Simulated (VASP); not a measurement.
Input of a VASP 6.6.1 run:

File INCAR:

```
SYSTEM = CaI
PREC = Accurate
ENCUT = 600
EDIFF = 1E-6
ISMEAR = -1
SIGMA = 0.05
LREAL = .FALSE.
LASPH = .TRUE.
NELM = 60
ALGO = Normal
ISIF = 3
LWAVE = .FALSE.
LCHARG = .FALSE.
GGA = PS
IBRION = 2
NSW = 60
EDIFFG = -0.01
PSTRESS = 50.0
```

KPOINTS

```
regular mesh
0
G
  7 7 6
  0 0 0
```

Contents of POSCAR:

```
CaI
1.0
    4.1468204634      0.0000000000      0.0000000000
   -2.0734102317      3.5912518662      0.0000000000
    0.0000000000      0.0000000000      4.5762290000
I Ca
1 1
Direct
    0.6666666667      0.3333333333      0.0000000000
    0.0000000000      0.0000000000      0.5000000000
```

Potentials or basis: VASP PAW PBE potentials, release 64 (I, Ca_sv).

Run with:

```bash
$ cat potpaw_PBE.64/I/POTCAR potpaw_PBE.64/Ca_sv/POTCAR > POTCAR
$ mpirun -np 1 vasp_std > vasp.out
```

Estimate the relaxed cell.

a = 3.876 Å, b = 3.876 Å, c = 4.263 Å, α = 90.00°, β = 90.00°, γ = 120.00°.

Predict the relaxed volume.

27.73 Å³/atom.

Predict the space group after relaxing (to 0.05 Å).

P-6m2 (No. 187).

The path:
| step | energy change (eV) | largest force (eV/Å) | pressure (GPa) | volume (Å³) |
| --- | --- | --- | --- | --- |
| 1 | 0.0000 | 0.0000 | -1.68 | 68.15 |
| 2 | 0.0915 | 0.0000 | 5.38 | 55.08 |
| 3 | 0.0786 | 0.0000 | 5.01 | 55.47 |
| 4 | 0.0713 | 0.0000 | 4.79 | 55.71 |
| 5 | 0.0716 | 0.0000 | 4.81 | 55.70 |
| 6 | 0.0723 | 0.0000 | 4.83 | 55.67 |
| 7 | 0.0788 | 0.0000 | 5.02 | 55.46 |

Caveat: the cell is relaxed towards a set pressure, so the enthalpy falls and the energy may rise; the volume moved by over 15 % at a fixed basis, so the end points are rough; the PAW data sets were made with another functional, which shifts forces and pressure a little; an odd number of electrons without spin polarisation forces a metal; a magnetic or distorted state may lie lower.
